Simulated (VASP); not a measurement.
# Ge: single point with revPBE

The system is Ge.

```
Ge
1.0
     4.73030    0.00000    0.00000
    -2.36515    4.09656    0.00000
     0.00000    0.00000    2.68770
Ge
3
Direct
  0.00000 0.00000 0.00000
  0.33333 0.66667 0.50000
  0.66667 0.33333 0.50000
```

This isn't the form of Ge at room conditions, which is diamond.

- Program: VASP 6.6.1
- Task: single point
- Functional: revPBE
- Potentials or basis: VASP PAW PBE potentials, release 64 (Ge_d)
- Cutoff: 520 eV
- k mesh: 8 × 8 × 13
- Occupations: fermi-dirac, width 0.1 eV
- Spin: no spin polarisation
- Dipole correction: no
- Further INCAR settings: ALGO = Normal; EDIFF = 1e-07; NBANDS = 28

| Item | Value |
| --- | --- |
| Pressure | 10.4 GPa |
| Band gap on the k mesh | zero (bands 21 and 22 overlap by 5.37 eV) |

Stress tensor (GPa, compression positive):
```
 9.79  0.00  0.00
 0.00  9.79  0.00
 0.00  0.00 11.69
```

Levels at points of the mesh, in eV from the Fermi level:
| k point | band 19 | band 20 | band 21 | band 22 | band 23 | band 24 |
| --- | --- | --- | --- | --- | --- | --- |
| (0.00, 0.00, 0.00) | -3.64 | -3.64 | -3.56 | -3.56 | 5.79 | 9.45 |
| (0.50, 0.00, 0.00) | -5.95 | 1.10 | 1.21 | 2.87 | 3.14 | 4.86 |

Run time: 67 s on 1 thread of Intel(R) Xeon(R) Platinum 8259CL CPU @ 2.50GHz (Skylake/Cascade Lake), with other jobs on the host, peak memory 0.21 GiB.

Caveat: the cell stands under pressure; the PAW data sets were made with another functional, which shifts forces and pressure a little.
